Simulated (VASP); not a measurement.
Be5Te, 6 atoms in the cell. It takes space group P31m (No. 157, trigonal). The conventional cell has a = 3.765 Å, b = 3.765 Å, c = 6.665 Å, α = 90.00°, β = 90.00°, γ = 120.00°. Within 2.9 Å of Be (site symmetry m) lie 8 Be at 2.17 to 2.28 Å. Be (site symmetry 3) has 6 Be at 2.17 to 2.28 Å and 3 Te at 2.63 Å within 2.9 Å. Within 3.5 Å of Te (site symmetry 3m) lie 6 Be at 2.63 Å. 

```yaml
Program: VASP 6.6.1
Task: single point
Functional: PBE
Potentials_or_basis: VASP PAW PBE potentials, release 64 (Be, Te)
Cutoff: 520 eV
k_mesh: 4 × 4 × 4
Occupations: gaussian, width 0.2 eV
Spin: no spin polarisation
Dipole_correction: no
Further_INCAR_settings: ALGO = Normal; EDIFF = 1e-06; NBANDS = 17
```

Potentials or basis: VASP PAW PBE potentials, release 64 (Be, Te).

Command:

```bash
$ cat potpaw_PBE.64/Be/POTCAR potpaw_PBE.64/Te/POTCAR > POTCAR
$ mpirun -np 1 vasp_std > vasp.out
```

Hardware: 1 thread of Intel(R) Xeon(R) 6975P-C (Granite Rapids) (shared host).

**Question.** How long does it take, and how much memory?

**Answer.** Wall time 9.9 s on 1 thread of Intel(R) Xeon(R) 6975P-C (Granite Rapids) (shared host), peak memory 0.18 GiB. Counts: scf iterations 14, k points 13.
